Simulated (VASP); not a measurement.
Cu: single point with LDA

Crystal: Cu.

```xyz
2
Lattice="0.0000 2.5039 2.5039 2.5039 0.0000 2.5039 2.5039 2.5039 0.0000" Properties=species:S:1:pos:R:3 pbc="T T T"
Cu    0.6260    0.6260    0.6260
Cu    4.3818    4.3818    4.3818
```

This cell differs from its parent crystal: volume scaled by 0.92.

```yaml
Program: VASP 6.6.1
Task: single point
Functional: LDA
Potentials_or_basis: VASP PAW LDA potentials, release 64 (Cu)
Cutoff: 520 eV
k_mesh: 12 × 12 × 12
Occupations: fermi-dirac, width 0.1 eV
Spin: no spin polarisation
Dipole_correction: no
Further_INCAR_settings: ALGO = Normal; EDIFF = 1e-06; NBANDS = 18
```

* Pressure: 8.3 GPa
* Band gap on the k mesh: zero (band 11 reaches 5.00 eV, above the bottom of band 12 at 3.90 eV)

Levels at points of the mesh, in eV from the Fermi level:
```tsv
k point	band 7	band 8	band 9	band 10	band 11	band 12	band 13	band 14	band 15	band 16
(0.00, 0.00, 0.00)	-2.28	-2.28	-2.28	-1.37	-1.37	11.21	11.21	11.21	11.92	11.92
(0.50, 0.00, 0.00)	-2.07	-1.97	-1.97	-1.51	-1.51	-0.32	8.00	8.00	12.23	12.37
(0.50, 0.50, 0.00)	-2.48	-2.48	-1.38	-1.38	0.30	0.30	3.95	3.95	8.89	8.89
```

Run time: 25 s on 1 thread of Intel(R) Xeon(R) Platinum 8488C (Sapphire Rapids), on a shared host, peak memory 0.16 GiB.
